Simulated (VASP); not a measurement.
Here is a VASP 6.6.1 calculation.

The input INCAR:

```
SYSTEM = Al30Ga
PREC     = Accurate       ! precision mode
ENCUT    = 520            ! plane-wave cutoff, eV
EDIFF    = 1E-6           ! SCF threshold, eV
ISMEAR   = 0              ! smearing method
SIGMA    = 0.15           ! smearing width, eV
LREAL    = Auto         
LASPH    = .TRUE.         ! aspherical terms in the spheres
NELM     = 60             ! most SCF steps
ALGO     = Normal         ! electronic algorithm
ISIF     = 2              ! what is computed and relaxed
LWAVE    = .FALSE.        ! write WAVECAR
LCHARG   = .FALSE.        ! write CHGCAR
GGA      = PS             ! functional
NBANDS   = 72             ! bands
```

KPOINTS

```
Automatic mesh
0
G
  3 3 3
  0 0 0
```

The input POSCAR:

```
Al30Ga
1.0
    8.1000000000      0.0000000000      0.0000000000
    0.0000000000      8.1000000000      0.0000000000
    0.0000000000      0.0000000000      8.1000000000
Al Ga
30 1
Direct
    0.5012024558      0.0015576462      0.0000000000
    0.7492051187      0.0013560287      0.2486135644
    0.2508294033      0.2506516095      0.0000000000
    0.5021901770      0.4978098230      0.0000000000
    0.7493483905      0.7491705967      0.0000000000
    0.2502010815     -0.0009919348      0.2511035892
    0.5023458294      0.2498625759      0.2481933162
    0.7501374241      0.4976541706      0.2481933162
    0.4985882146     -0.0012902648      0.5000000000
    0.7498064815      0.2501935185      0.5000000000
    0.7492051187      0.0013560287      0.7513864356
   -0.0015576462      0.4987975442      0.0000000000
    0.2500479751      0.7499520249      0.0000000000
   -0.0013560287      0.2507948813      0.2486135644
    0.2506516169      0.5011001348      0.2512851265
    0.4988998652      0.7493483831      0.2512851265
    0.0011182255     -0.0011182255      0.5000000000
    0.2507974014      0.2502964737      0.5000000000
    0.4994158462      0.5005841538      0.5000000000
    0.7497035263      0.7492025986      0.5000000000
    0.2502010815     -0.0009919348      0.7488964108
    0.5023458294      0.2498625759      0.7518066838
    0.7501374241      0.4976541706      0.7518066838
    0.0009919348      0.7497989185      0.2511035892
    0.0012902648      0.5014117854      0.5000000000
    0.2501092842      0.7498907158      0.5000000000
   -0.0013560287      0.2507948813      0.7513864356
    0.2506516169      0.5011001348      0.7487148735
    0.4988998652      0.7493483831      0.7487148735
    0.0009919348      0.7497989185      0.7488964108
    0.9949563160      0.0050436840      0.0000000000
```

Potentials or basis: VASP PAW PBE potentials, release 64 (Al, Ga_d).

Launch:

```console
$ cat potpaw_PBE.64/Al/POTCAR potpaw_PBE.64/Ga_d/POTCAR > POTCAR
$ mpirun -np 1 vasp_std > vasp.out
```

Question: Estimate the band gap on the k mesh.

Answer: Zero (an odd number of electrons rules out a gap without spin polarisation).

Question: What does it give for the largest force?

Answer: 0.018 eV/Å.

Question: Predict the pressure.

Answer: -2.5 GPa.

Stress tensor (GPa, compression positive):
```
-2.41  0.15  0.00
 0.15 -2.41  0.00
 0.00  0.00 -2.63
```

Caveat: the PAW data sets were made with another functional, which shifts forces and pressure a little.
